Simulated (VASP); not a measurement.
Li (a cell with a defect), 17 atoms in the cell. The cell holds a defect, 17 atoms: a = 6.980 Å, b = 6.980 Å, c = 6.980 Å, α = 90.00°, β = 90.00°, γ = 90.00°. 

| Property | Result |
| --- | --- |
| Program | VASP 6.6.1 |
| Task | single point |
| Functional | PBE |
| Dispersion | D3(BJ) |
| Potentials or basis | VASP PAW PBE potentials, release 64 (Li_sv) |
| Cutoff | 520 eV |
| k mesh | 3 × 3 × 3 |
| Occupations | gaussian, width 0.15 eV |
| Spin | no spin polarisation |
| Dipole correction | no |
| Further INCAR settings | LREAL = Auto; ALGO = Normal; EDIFF = 1e-06; NBANDS = 40 |

Potentials or basis: VASP PAW PBE potentials, release 64 (Li_sv).

The run is started by

```console
$ cat potpaw_PBE.64/Li_sv/POTCAR > POTCAR
$ mpirun -np 1 vasp_std > vasp.out
```

Hardware: 1 thread of Intel(R) Xeon(R) 6975P-C (Granite Rapids), on a shared host.

**Question.** Estimate the wall time of this run.

**Answer.** It took 4.8 min on 1 thread of Intel(R) Xeon(R) 6975P-C (Granite Rapids), on a shared host, peak memory 0.4 GiB. Counts: scf iterations 15, k points 14.
